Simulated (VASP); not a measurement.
Crystal: Rh.

```
CELL_PARAMETERS angstrom
0.00000 1.90000 1.90000
1.90000 0.00000 1.90000
1.90000 1.90000 0.00000
ATOMIC_POSITIONS crystal
Rh 0.00000 0.00000 0.00000
```

- Program: VASP 6.6.1
- Task: relaxation of cell and atoms
- Functional: LDA
- Potentials or basis: VASP PAW LDA potentials, release 64 (Rh_pv)
- Cutoff: 600 eV
- k mesh: 24 × 24 × 24
- Occupations: gaussian, width 0.1 eV
- Spin: no spin polarisation

At the start: pressure -10.0 GPa; volume 13.72 Å³/atom.

How do energy, volume and symmetry change on relaxing?

Over 12 steps the energy falls by 14.9 meV/atom and the volume is 13.26 Å³/atom (-3.4 %); space group Fm-3m (No. 225, to 0.05 Å).

Step by step:
| step | energy change (eV) | largest force (eV/Å) | pressure (GPa) | volume (Å³) |
| --- | --- | --- | --- | --- |
| 1 | 0.0000 | 0.0000 | -9.99 | 13.72 |
| 2 | 0.1078 | 0.0000 | 37.03 | 12.09 |
| 3 | -0.0149 | 0.0000 | -0.45 | 13.27 |
| 4 | -0.0149 | 0.0000 | -0.07 | 13.25 |
| 5 | -0.0149 | 0.0000 | 0.18 | 13.25 |
| 6 | -0.0149 | 0.0000 | -0.35 | 13.27 |
| 7 | -0.0149 | 0.0000 | -0.06 | 13.25 |
| 8 | -0.0149 | 0.0000 | 0.08 | 13.25 |
| 9 | -0.0149 | 0.0000 | 0.04 | 13.25 |
| 10 | -0.0149 | 0.0000 | 0.06 | 13.25 |
| 11 | -0.0149 | 0.0000 | 0.05 | 13.25 |
| 12 | -0.0149 | 0.0000 | -0.01 | 13.26 |

Final structure:
```
CELL_PARAMETERS angstrom
0.00000 1.87839 1.87839
1.87839 0.00000 1.87839
1.87839 1.87839 0.00000
ATOMIC_POSITIONS crystal
Rh 0.00000 0.00000 0.00000
```
